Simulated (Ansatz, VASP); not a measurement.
**Be3Te2Se in VASP and in Ansatz**

```
Be Te Se
1.0
     2.54948    1.47195    6.14800
    -2.54948    1.47195    6.14800
     0.00000   -2.94389    6.14800
Be Te Se
3 2 1
Cartesian
  1.1901 -0.6871 9.7194
  0.0000 1.3742 9.7194
  -1.1901 -0.6871 9.7194
  0.0000 0.0000 4.4135
  0.0000 0.0000 -0.5105
  0.0000 0.0000 14.3084
```

Alike in both runs: functional PBE; k mesh 3 × 3 × 3; occupations gaussian, width 0.15 eV; no spin polarisation.

Ansatz relaxed the structure, and its values are those at the end. VASP's run is a single point on that final structure, the one shown.

|  | VASP | Ansatz |
| --- | --- | --- |
| version | VASP 6.6.1 | Ansatz 0.2.0 |
| potentials or method | VASP PAW PBE potentials, release 64 (Be, Te, Se), cutoff 600 eV | scalar-relativistic, plane waves, PAW |
| valence electrons in the cell | 24 | 54 |

```csv
,VASP,Ansatz,Ansatz less VASP
gap on the k mesh at the Fermi level (eV),none,none,-
pressure (GPa),0.1,0.0,-0.08
rms of the force components (eV/Å),0.011,0.002,-0.0085
```

A gap of «none» marks a metal or a gap that the smearing closes. VASP's potentials hold 24 valence electrons a cell and Ansatz's 54, so a difference there can come from the potentials and not from the codes.

The k mesh is coarse, so the values compare programs but aren't converged. Spin-orbit coupling is off throughout.
